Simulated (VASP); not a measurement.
# AgCl (P6_3/mmc) in VASP: further runs

AgCl is run at these levels: PBE, r2SCAN; tasks: single point.

Everything below comes from runs of VASP 6.6.1. Logs are shortened: lines on timing, memory, paths and dates and some standing lists are left out, and cuts for length are marked.

### Step 1. The cell of the first run

The structure is hexagonal, space group P6_3/mmc (No. 194). The conventional cell has a = 4.518 Å, b = 4.518 Å, c = 5.941 Å, α = 90.00°, β = 90.00°, γ = 120.00°. Within 3.4 Å of Ag (site symmetry -6m2) lie 5 Cl at 2.61 to 2.97 Å. Within 3.4 Å of Cl (site symmetry -6m2) lie 5 Ag at 2.61 to 2.97 Å.

### Step 2. Single point, PBE (uniaxial z strain +3.8%)

Contents of INCAR:

```
PREC = Accurate
ENCUT = 520
EDIFF = 1E-7
ISMEAR = -1
SIGMA = 0.02
LREAL = F
LASPH = T
NELM = 60
ALGO = Normal
ISIF = 2
LWAVE = F
LCHARG = F
GGA = PE
NBANDS = 26
```

Contents of KPOINTS:

```
regular mesh
0
Gamma
  6 6 4
```

Contents of POSCAR:

```
AgCl
1.0
    4.5183985972      0.0000000000      0.0000000000
   -2.2591992986      3.9130479696      0.0000000000
    0.0000000000      0.0000000000      5.9405011376
Ag Cl
2 2
Direct
    0.3333333333      0.6666666667      0.2500000000
    0.6666666667      0.3333333333      0.7500000000
    0.6666666667      0.3333333333      0.2500000000
    0.3333333333      0.6666666667      0.7500000000
```

Potentials or basis: VASP PAW PBE potentials, release 64 (Ag, Cl).

Started as:

```console
$ cat potpaw_PBE.64/Ag/POTCAR potpaw_PBE.64/Cl/POTCAR > POTCAR
$ mpirun -np 1 vasp_std > vasp.out
```

OUTCAR:

```text
PREC = Accurate
   ENCUT = 520
   EDIFF = 1E-7
   ISMEAR = -1
   LREAL = F
   LASPH = T
   NELM = 60
   ISIF = 2
   GGA = PE

 ion  position               nearest neighbor table
   1  0.333  0.667  0.250-   3 2.61   3 2.61   3 2.61   4 2.97   4 2.97
   2  0.667  0.333  0.750-   4 2.61   4 2.61   4 2.61   3 2.97   3 2.97
   3  0.667  0.333  0.250-   1 2.61   1 2.61   1 2.61   2 2.97   2 2.97
   4  0.333  0.667  0.750-   2 2.61   2 2.61   2 2.61   1 2.97   1 2.97

  LATTYP: Found a hexagonal cell.
 ALAT       =     4.5183985972
 C/A-ratio  =     1.3147359645

  Lattice vectors:

 A1 = (   4.5183985972,   0.0000000000,   0.0000000000)
 A2 = (  -2.2591992986,   3.9130479696,   0.0000000000)
 A3 = (   0.0000000000,   0.0000000000,   5.9405011376)

Analysis of symmetry for initial positions (statically):
=====================================================================
 Subroutine PRICEL returns:
 Original cell was already a primitive cell.

 Routine SETGRP: Setting up the symmetry group for a
 hexagonal supercell.

 Subroutine GETGRP returns: Found 24 space group operations
 (whereof 12 operations were pure point group operations)
 out of a pool of 24 trial point group operations.

The static configuration has the point symmetry D_3d.
 The point group associated with its full space group is D_6h.

Analysis of symmetry for dynamics (positions and initial velocities):
=====================================================================
 Subroutine PRICEL returns:
 Original cell was already a primitive cell.

 Routine SETGRP: Setting up the symmetry group for a
 hexagonal supercell.

 Subroutine GETGRP returns: Found 24 space group operations
 (whereof 12 operations were pure point group operations)
 out of a pool of 24 trial point group operations.

The dynamic configuration has the point symmetry D_3d.
 The point group associated with its full space group is D_6h.

 Subroutine INISYM returns: Found 24 space group operations
 (whereof 12 operations are pure point group operations),
 and found     1 'primitive' translations

----------------------------------------------------------------------------------------

                                     Primitive cell

  volume of cell :     105.0323

  direct lattice vectors                    reciprocal lattice vectors
[... 84 lines left out ...]
   LASPH  =      T    aspherical Exc in radial PAW
   ENCUT  =  520.0 eV  38.22 Ry    6.18 a.u.   8.40  8.40 11.05*2*pi/ulx,y,z
   NELM   =     60;   NELMIN=  2; NELMDL= -5     # of ELM steps
   EDIFF  = 0.1E-06   stopping-criterion for ELM
   LREAL  =      F    real-space projection
   EDIFFG = 0.1E-05   stopping-criterion for IOM
   NSW    =      0    number of steps for IOM
   IBRION =     -1    ionic relax: 0-MD 1-quasi-New 2-CG
   NFREE  =      0    steps in history (QN), initial steepest desc. (CG)
   ISIF   =      2    stress and relaxation
   ISYM   =      2    0-nonsym 1-usesym 2-fastsym
   POTIM  = 0.5000    time-step for ionic-motion
   TEBEG  =    0.0;   TEEND  =   0.0 temperature during run
   PSTRESS=    0.0 pullay stress
   NELECT =      36.0000    total number of electrons
   NUPDOWN=      -1.0000    fix difference up-down
   EMIN   =  10.00;   EMAX   =-10.00  energy-range for DOS
   EFERMI =   0.00;   METHOD = LEGACY
   ISMEAR =    -1;   SIGMA  =   0.02  broadening in eV -4-tet -1-fermi 0-gaus
   EFERMI_NEDOS =   21; number of points for ismear=-14 and -15
   IALGO  =     38    algorithm
   IMIX   =      4    mixing-type and parameters
     AMIX     =   0.40;   BMIX     =  1.00
     AMIX_MAG =   1.60;   BMIX_MAG =  1.00
  volume/ion in A,a.u.               =      26.26       177.20
  Fermi-wavevector in a.u.,A,eV,Ry     =   1.145692  2.165045 17.859161  1.312611
  Thomas-Fermi vector in A             =   2.282380
   LORBIT       =      0    0 simple, 1 ext, 2 COOP (PROOUT), +10 PAW based schemes
   GGA     = PE    functional components
   LHFCALC =     F    Hartree Fock is set to
   AEXX    =    0.0000 exact exchange contribution
   IVDW    =     0    specifies the selected vdW correction
   LEPSILON=     F    determine dielectric tensor
   LRPA    =     F    only Hartree local field effects (RPA)
 non-spin polarized calculation
  energy-cutoff  :      520.00
  volume of cell :      105.03
 maximum number of plane-waves:      2878
 NGX is ok and might be reduce to    36
   NGX = 17   NGY = 17   NGZ = 23

 number of electron      35.9999993 magnetization

 Free energy of the ion-electron system (eV)
  ---------------------------------------------------
  ext. energy  EPLUGINS =         0.00000000
  ---------------------------------------------------
  free energy    TOTEN  =       -10.86155566 eV

  energy without entropy =      -10.86155566  energy(sigma->0) =      -10.86155566

 E-fermi :   2.2092     XC(G=0):  -8.6661

 val. band max:        1.7882041842   @ k =   0.0000   0.0000   0.0000
 cond. band min:       3.1309026090   @ k =   0.0000   0.0000   0.0000
 fundamental gap:      1.3426984248
 Fermi energy:         2.2092417613

 k-point     1 :       0.0000    0.0000    0.0000
  band No.  band energies     occupation
      1     -12.8786      2.00000
      2     -12.5644      2.00000
      3      -2.2709      2.00000
      4      -2.2709      2.00000
      5      -2.0946      2.00000
      6      -2.0946      2.00000
[... 598 lines left out ...]
     25      11.1308      0.00000
     26      11.1308      0.00000

------------------------ aborting loop because EDIFF is reached ----------------------------------------

  FORCE on cell =-STRESS in cart. coord.  units (eV):
  Direction    XX          YY          ZZ          XY          YZ          ZX
  --------------------------------------------------------------------------------------
  -------------------------------------------------------------------------------------
  Total       -0.0356408     -0.0356408      0.0345198      0.0000000      0.0000000      0.0000000
  in kB       -0.5436706     -0.5436706      0.5265693      0.0000000      0.0000000      0.0000000
  external PRESSURE =      -0.1869240 kB  Pullay stress =       0.0000000 kB

 VOLUME and BASIS-vectors are now :
 -----------------------------------------------------------------------------
  energy-cutoff  :      520.00
  volume of cell :      105.03
      direct lattice vectors                 reciprocal lattice vectors
     4.518398597  0.000000000  0.000000000     0.221317349  0.127777631  0.000000000
    -2.259199299  3.913047970  0.000000000     0.000000000  0.255555262  0.000000000
     0.000000000  0.000000000  5.940501138     0.000000000  0.000000000  0.168335966

 POSITION                                       TOTAL-FORCE (eV/Angst)
 -----------------------------------------------------------------------------------
     -0.00000      2.60870      1.48513        -0.000000      0.000000     -0.000000
      2.25920      1.30435      4.45538         0.000000     -0.000000     -0.000000
      2.25920      1.30435      1.48513        -0.000000     -0.000000      0.000000
     -0.00000      2.60870      4.45538         0.000000     -0.000000      0.000000
 -----------------------------------------------------------------------------------
    total drift:                               -0.000000      0.000000      0.000000

  FREE ENERGIE OF THE ION-ELECTRON SYSTEM (eV)
  ---------------------------------------------------
  free  energy   TOTEN  =       -10.8615556551 eV

  energy  without entropy=      -10.8615556551  energy(sigma->0) =      -10.86155566
```

stdout:

```text
POSCAR found type information on POSCAR AgCl
 POSCAR found :  2 types and       4 ions
 scaLAPACK will be used
 LDA part: xc-table for (Slater+PW92), standard interpolation
 POSCAR, INCAR and KPOINTS ok, starting setup
 FFT: planning ... GRIDC
 FFT: planning ... GRID_SOFT
 FFT: planning ... GRID
 WAVECAR not read
 entering main loop
```

Run time: 36 s. Hardware: 1 thread of Intel Xeon 6975P-C (Granite Rapids), shared host; peak memory 0.25 GiB.

What came out:

```
Free energy            : -10.8616 eV
Pressure               : 0.0 GPa
Band gap on the k mesh : 1.34 eV
```

Caveat: the cell differs from its parent crystal (uniaxial z strain +3.8%).

### Step 3. Single point, r2SCAN (uniaxial z strain +3.8%)

POSCAR is that of step 2.

Contents of INCAR.step1:

```
SYSTEM = AgCl
  ALGO = Normal
  EDIFF = 1E-4
  ENCUT = 520
  GGA = PE
  ISMEAR = 0
  LASPH = .True.
  LCHARG = .False.
  LREAL = .False.
  LWAVE = .True.
  NBANDS = 26
  NELM = 60
  PREC = Accurate
  SIGMA = 0.01
```

Contents of INCAR.step2:

```
SYSTEM = AgCl
  ALGO = Normal
  EDIFF = 1E-7
  ENCUT = 520
  ISIF = 2
  ISMEAR = 0
  ISTART = 1
  LASPH = .True.
  LCHARG = .True.
  LELF = .True.
  LMIXTAU = .True.
  LREAL = .False.
  LVHAR = .True.
  LWAVE = .False.
  METAGGA = R2SCAN
  NBANDS = 26
  NELM = 60
  PREC = Accurate
  SIGMA = 0.01
```

Contents of KPOINTS:

```
k-points
0
Gamma
  6 6 4
  0 0 0
```

Potentials or basis: VASP PAW PBE potentials, release 64 (Ag, Cl).

Started as:

```console
$ cat potpaw_PBE.64/Ag/POTCAR potpaw_PBE.64/Cl/POTCAR > POTCAR
$ cp INCAR.step1 INCAR
$ mpirun -np 1 vasp_std > vasp.out
$ cp INCAR.step2 INCAR
$ mpirun -np 1 vasp_std > vasp.out
```

OUTCAR:

```text
SYSTEM = AgCl
   EDIFF = 1E-7
   ENCUT = 520
   ISIF = 2
   ISMEAR = 0
   ISTART = 1
   LASPH = .True.
   LREAL = .False.
   METAGGA = R2SCAN
   NELM = 60
   PREC = Accurate

 ion  position               nearest neighbor table
   1  0.333  0.667  0.250-   3 2.61   3 2.61   3 2.61   4 2.97   4 2.97
   2  0.667  0.333  0.750-   4 2.61   4 2.61   4 2.61   3 2.97   3 2.97
   3  0.667  0.333  0.250-   1 2.61   1 2.61   1 2.61   2 2.97   2 2.97
   4  0.333  0.667  0.750-   2 2.61   2 2.61   2 2.61   1 2.97   1 2.97

  LATTYP: Found a hexagonal cell.
[... 805 lines left out ...]
  Direction    XX          YY          ZZ          XY          YZ          ZX
  --------------------------------------------------------------------------------------
  -------------------------------------------------------------------------------------
  Total       -0.7078179     -0.7078179     -0.9850594      0.0000000      0.0000000     -0.0000000
  in kB      -10.7971548    -10.7971548    -15.0262367      0.0000000      0.0000000     -0.0000000
  external PRESSURE =     -12.2068488 kB  Pullay stress =       0.0000000 kB

 VOLUME and BASIS-vectors are now :
 -----------------------------------------------------------------------------
  energy-cutoff  :      520.00
  volume of cell :      105.03
      direct lattice vectors                 reciprocal lattice vectors
     4.518398597  0.000000000  0.000000000     0.221317349  0.127777631  0.000000000
    -2.259199299  3.913047970  0.000000000     0.000000000  0.255555262  0.000000000
     0.000000000  0.000000000  5.940501138     0.000000000  0.000000000  0.168335966

 POSITION                                       TOTAL-FORCE (eV/Angst)
 -----------------------------------------------------------------------------------
     -0.00000      2.60870      1.48513         0.000000     -0.000000      0.000000
      2.25920      1.30435      4.45538        -0.000000      0.000000     -0.000000
      2.25920      1.30435      1.48513         0.000000      0.000000      0.000000
     -0.00000      2.60870      4.45538         0.000000     -0.000000      0.000000
 -----------------------------------------------------------------------------------
    total drift:                               -0.000000      0.000000      0.000000

  FREE ENERGIE OF THE ION-ELECTRON SYSTEM (eV)
  ---------------------------------------------------
  free  energy   TOTEN  =       -57.1209734581 eV

  energy  without entropy=      -57.1209734581  energy(sigma->0) =      -57.12097346
```

OSZICAR.step1:

```text
N       E                     dE             d eps       ncg     rms          rms(c)
DAV:   1     0.230429743797E+03    0.23043E+03   -0.17246E+04  1092   0.125E+03
DAV:   2     0.275394509135E+01   -0.22768E+03   -0.21741E+03  1258   0.266E+02
DAV:   3    -0.110802754597E+02   -0.13834E+02   -0.13736E+02  1284   0.661E+01
DAV:   4    -0.112554690139E+02   -0.17519E+00   -0.17502E+00  1204   0.816E+00
DAV:   5    -0.112584953515E+02   -0.30263E-02   -0.30261E-02  1274   0.111E+00    0.756E+00
DAV:   6    -0.108655195183E+02    0.39298E+00   -0.71053E-01  1216   0.825E+00    0.521E+00
DAV:   7    -0.108627636536E+02    0.27559E-02   -0.32600E-01  1122   0.310E+00    0.238E+00
DAV:   8    -0.108604796472E+02    0.22840E-02   -0.15886E-02  1160   0.102E+00    0.435E-01
DAV:   9    -0.108611054618E+02   -0.62581E-03   -0.32686E-03  1186   0.523E-01    0.683E-02
DAV:  10    -0.108613819446E+02   -0.27648E-03   -0.26942E-04  1028   0.969E-02    0.463E-02
DAV:  11    -0.108615505648E+02   -0.16862E-03   -0.14242E-04  1002   0.684E-02    0.191E-02
DAV:  12    -0.108615530844E+02   -0.25196E-05   -0.63438E-06   664   0.230E-02
   1 F= -.10861553E+02 E0= -.10861553E+02  d E =-.488003E-25
```

It took 3.1 min on 1 thread of Intel Xeon 6975P-C (Granite Rapids), shared host; peak memory 0.27 GiB.

What came out:

```
Free energy            : -57.1210 eV
Pressure               : -1.2 GPa
Band gap on the k mesh : 1.73 eV
```

Stress tensor (GPa, compression positive):
```
-1.08  0.00  0.00
 0.00 -1.08  0.00
 0.00  0.00 -1.50
```

Caveat: the cell differs from its parent crystal (uniaxial z strain +3.8%); the PAW data sets were made with another functional, which shifts forces and pressure a little.
